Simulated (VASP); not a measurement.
Write the native input for VASP 6.6.1 that does the following.

* Task: dielectric tensor
* Functional: PBE
* Potentials or basis: VASP PAW PBE potentials, release 64 (Pb_d, S)
* Cutoff: 520 eV
* k mesh: 6 × 6 × 6
* Occupations: gaussian, width 0.01 eV
* Spin: no spin polarisation
* Dipole correction: no
* Further INCAR settings: ALGO = Normal; EDIFF = 1e-08

The structure of PbS (Galena) lies in POSCAR:

```
PbS
1.0
    0.0000000000      2.9657500000      2.9657500000
    2.9657500000      0.0000000000      2.9657500000
    2.9657500000      2.9657500000      0.0000000000
Pb S
1 1
Direct
    0.0000000000      0.0000000000      0.0000000000
    0.5000000000      0.5000000000      0.5000000000
```

The input as run:

INCAR

```
ALGO     = Normal         # electronic algorithm
EDIFF    = 1E-8           # SCF threshold, eV
ENCUT    = 520            # plane-wave cutoff, eV
GGA      = PE             # functional
ISIF     = 2              # what is computed and relaxed
ISMEAR   = 0              # smearing method
LASPH    = T              # aspherical terms in the spheres
LCHARG   = F              # write CHGCAR
LEPSILON = T              # dielectric tensor by DFPT
LREAL    = F              # projectors in reciprocal space
LWAVE    = F              # write WAVECAR
NELM     = 80             # most SCF steps
PREC     = Accurate       # precision mode
SIGMA    = 0.01           # smearing width, eV
```

KPOINTS

```
k-points
0
Gamma
  6 6 6
```

Potentials or basis: VASP PAW PBE potentials, release 64 (Pb_d, S).

Run with:

```console
$ cat potpaw_PBE.64/Pb_d/POTCAR potpaw_PBE.64/S/POTCAR > POTCAR
$ mpirun -np 1 vasp_std > vasp.out
```

Results of the run:

| Quantity | Value |
| --- | --- |
| Band gap on the k mesh | 0.37 eV, direct |
| Electronic dielectric tensor (diagonal) | 31.69 |
| Born charges (mean of the diagonal) | Pb +3.11; S -3.11 e |

Caveat: the gap is small at this level, which inflates the dielectric constant; spin-orbit coupling is left out, which moves the levels of the heavy elements.

Wall time 3.4 min on 1 thread of AMD EPYC 7R43 64-Core Processor (Zen 3) (shared host), peak memory 0.2 GiB.
